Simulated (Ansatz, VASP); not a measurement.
# HfN: VASP beside Ansatz

```
Hf N
1.0
     0.00000    2.12580    2.55096
     2.12580    0.00000    2.55096
     2.12580    2.12580    0.00000
Hf N
1 1
Cartesian
  0.0000 0.0000 0.0000
  2.1258 2.1258 2.5510
```

Alike in both runs: task single point; functional PBE; k mesh 20 × 20 × 20; occupations gaussian, width 0.15 eV; no spin polarisation.

|  | VASP | Ansatz |
| --- | --- | --- |
| version | VASP 6.6.1 | Ansatz 0.2.0 |
| potentials or method | VASP PAW PBE potentials, release 64 (Hf_pv, N), cutoff 520 eV | scalar-relativistic, plane waves, PAW |
| valence electrons in the cell | 15 | 31 |

Ansatz gave:

```
gap on the k mesh at the Fermi level (eV)                     : none
pressure (GPa)                                                : 25.7
traceless stress, the component that is largest in VASP (GPa) : -42.45
```

Q: Which values does VASP return?

A: gap on the k mesh at the Fermi level (eV): none; pressure (GPa): 23.7; traceless stress, the component that is largest in VASP (GPa): -42.10.

A gap of «none» marks a metal or a gap that the smearing closes. VASP's potentials hold 15 valence electrons a cell and Ansatz's 31, so a difference there can come from the potentials and not from the codes.

Spin-orbit coupling is off throughout.
